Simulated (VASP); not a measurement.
Wanted: the native input for a VASP 6.6.1 run.

```
Task                    : single point
Functional              : PBE
Potentials or basis     : VASP PAW PBE potentials, release 64 (Ti_sv, Si)
Cutoff                  : 520 eV
k mesh                  : 14 × 14 × 10
Occupations             : gaussian, width 0.1 eV
Spin                    : no spin polarisation
Dipole correction       : no
k mesh for the DOS      : 21 × 21 × 15
Occupations for the DOS : tetrahedron
Further INCAR settings  : ALGO = Normal; EDIFF = 1e-06
```

The system is TiSi2.

```
Ti Si
1.0
     3.20254    0.00000    0.00000
     0.00000    3.20254    0.00000
     0.00000    0.00000    5.17468
Ti Si
1 2
Direct
  0.50000 0.50000 0.28737
  0.50000 0.50000 0.79178
  0.00000 0.00000 0.02506
```

These files were run (other wordings do the same):

POSCAR

```
TiSi2
1.0
    3.2025350123      0.0000000000      0.0000000000
    0.0000000000      3.2025350123      0.0000000000
    0.0000000000      0.0000000000      5.1746802093
Ti Si
1 2
Direct
    0.5000000000      0.5000000000      0.2873728756
    0.5000000000      0.5000000000      0.7917788395
    0.0000000000      0.0000000000      0.0250582149
```

INCAR.step1

```
PREC     = Accurate       # precision mode
ENCUT    = 520            # plane-wave cutoff, eV
EDIFF    = 1E-6           # SCF threshold, eV
ISMEAR   = 0              # smearing method
SIGMA    = 0.1            # smearing width, eV
LREAL    = False          # projectors in reciprocal space
LASPH    = True           # aspherical terms in the spheres
NELM     = 100            # most SCF steps
ALGO     = Normal         # electronic algorithm
ISIF     = 2              # what is computed and relaxed
LWAVE    = False          # write WAVECAR
LCHARG   = True           # write CHGCAR
LMAXMIX  = 4              # l up to which the mixer works
GGA      = PE             # functional
NBANDS   = 17             # bands
```

KPOINTS.step1

```
Automatic mesh
0
Gamma
  14 14 10
```

INCAR.step2

```
PREC     = Accurate       # precision mode
ENCUT    = 520            # plane-wave cutoff, eV
EDIFF    = 1E-6           # SCF threshold, eV
ISMEAR   = -5             # smearing method
SIGMA    = 0.1            # smearing width, eV
LREAL    = False          # projectors in reciprocal space
LASPH    = True           # aspherical terms in the spheres
NELM     = 100            # most SCF steps
ALGO     = Normal         # electronic algorithm
ISIF     = 2              # what is computed and relaxed
LWAVE    = False          # write WAVECAR
LCHARG   = False          # write CHGCAR
LMAXMIX  = 4              # l up to which the mixer works
GGA      = PE             # functional
LORBIT   = 11             # projections on sites
NEDOS    = 1001           # points of the DOS
ICHARG   = 11             # starting density
```

KPOINTS.step2

```
Automatic mesh
0
Gamma
  21 21 15
```

Potentials or basis: VASP PAW PBE potentials, release 64 (Ti_sv, Si).

The run is started by

```console
$ cat potpaw_PBE.64/Ti_sv/POTCAR potpaw_PBE.64/Si/POTCAR > POTCAR
$ cp INCAR.step1 INCAR
$ cp KPOINTS.step1 KPOINTS
$ mpirun -np 1 vasp_std > vasp.out
$ cp INCAR.step2 INCAR
$ cp KPOINTS.step2 KPOINTS
$ mpirun -np 1 vasp_std > vasp.out
```

Results of the run:

```
Valence electrons inside the program's atomic spheres : Ti 10.25; Si 1.62, 1.66
```

Wall time 4.6 min on 1 thread of Intel(R) Xeon(R) Platinum 8259CL CPU @ 2.50GHz (Skylake/Cascade Lake), on a shared host, peak memory 0.49 GiB.
